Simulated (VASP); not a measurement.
Crystal: B.

```
B
1.0
     3.25246    0.00000    0.00000
     0.00000    3.25246    0.00000
     0.00000    0.00000    3.87492
B
6
Cartesian
  0.0000 0.0000 0.9687
  0.0000 0.0000 2.9062
  1.9676 0.8296 1.9375
  1.2849 2.4229 1.9375
  2.4229 1.9676 0.0000
  0.8296 1.2849 0.0000
```

The cell was generated, and may not be a known phase.

* Program: VASP 6.6.1
* Task: relaxation of cell and atoms
* Functional: PBE
* Potentials or basis: VASP PAW PBE potentials, release 64 (B)
* Cutoff: 600 eV
* k mesh: 12 × 12 × 10
* Occupations: gaussian, width 0.1 eV
* Spin: no spin polarisation

At the start: pressure 0.7 GPa; volume 6.83 Å³/atom.

Question: How do energy, volume and symmetry change on relaxing?

Answer: Over 5 steps the energy falls by 2.5 meV/atom and the volume is 6.89 Å³/atom (+0.8 %); space group P4_2/m (No. 84, to 0.1 Å) before and after.

Step by step:
| step | energy change (eV) | largest force (eV/Å) | pressure (GPa) | volume (Å³) |
| --- | --- | --- | --- | --- |
| 1 | 0.0000 | 0.0557 | 0.71 | 40.99 |
| 2 | -0.0143 | 0.0334 | 0.67 | 41.17 |
| 3 | -0.0146 | 0.0501 | 0.67 | 41.20 |
| 4 | -0.0150 | 0.0299 | -0.23 | 41.39 |
| 5 | -0.0151 | 0.0083 | 0.04 | 41.33 |

Final structure:
```
B
1.0
     3.23975    0.00000    0.00000
     0.00000    3.23975    0.00000
     0.00000    0.00000    3.93776
B
6
Direct
  0.00000 0.00000 0.25000
  0.00000 0.00000 0.75000
  0.60510 0.25558 0.50000
  0.39490 0.74442 0.50000
  0.74442 0.60510 0.00000
  0.25558 0.39490 0.00000
```
